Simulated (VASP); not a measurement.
Write the native input for VASP 6.6.1 that does the following.

| Item | Value |
| --- | --- |
| Task | single point |
| Functional | PBEsol |
| Potentials or basis | VASP PAW PBE potentials, release 64 (Ga_d, P, As) |
| Cutoff | 520 eV |
| k mesh | 2 × 2 × 2, shifted |
| Occupations | fermi-dirac, width 0.05 eV |
| Spin | no spin polarisation |
| Dipole correction | no |
| Further INCAR settings | LREAL = Auto; ALGO = Normal; EDIFF = 1e-07; NBANDS = 86 |

The structure of Ga4AsP3 lies in POSCAR:

```
Ga4AsP3
1.0
    7.7446540000      0.0000000000      0.0000000000
   -0.0000010000      6.7070680000      0.0000000000
    0.0000000000      0.0000000000      6.3794850000
Ga P As
8 6 2
Direct
    0.9964930000      0.3330010000      0.0008450000
    0.4980030000      0.3496360000      0.0170210000
    0.2549550000      0.8353980000      0.0086890000
    0.7463130000      0.8355890000      0.0078320000
    0.2471170000      0.1566320000      0.5197270000
    0.9851530000      0.6641120000      0.5055940000
    0.7449930000      0.1747380000      0.5032720000
    0.4919140000      0.6594090000      0.4806170000
    0.9938360000      0.3368480000      0.3969600000
    0.5168210000      0.3359850000      0.3821040000
    0.7506910000      0.8424420000      0.3736270000
    0.2538930000      0.1944950000      0.8905280000
    0.0096500000      0.6836970000      0.8980080000
    0.7381460000      0.1640000000      0.8761950000
    0.2563600000      0.8365520000      0.3586680000
    0.4856600000      0.6574210000      0.8498210000
```

These files were run (other wordings do the same):

INCAR

```
SYSTEM = Ga4AsP3
  PREC = Accurate
  ENCUT = 520
  EDIFF = 1E-7
  ISMEAR = -1
  SIGMA = 0.05
  LREAL = Auto
  LASPH = .TRUE.
  NELM = 100
  ALGO = Normal
  ISIF = 2
  LWAVE = .FALSE.
  LCHARG = .FALSE.
  GGA = PS
  NBANDS = 86
```

KPOINTS

```
Automatic mesh
0
Gamma
  2 2 2
  0.5 0.5 0.5
```

Potentials or basis: VASP PAW PBE potentials, release 64 (Ga_d, P, As).

Launch:

```sh
$ cat potpaw_PBE.64/Ga_d/POTCAR potpaw_PBE.64/P/POTCAR potpaw_PBE.64/As/POTCAR > POTCAR
$ mpirun -np 1 vasp_std > vasp.out
```

Results of the run:

```json
{"Pressure": "1.0 GPa", "Largest force": "2.487 eV/Å", "Band gap on the k mesh": "1.93 eV, direct"}
```

Caveat: the PAW data sets were made with another functional, which shifts forces and pressure a little.

Run time: 5 min on 1 thread of Intel Xeon 8259CL, with other jobs on the host, peak memory 0.4 GiB.
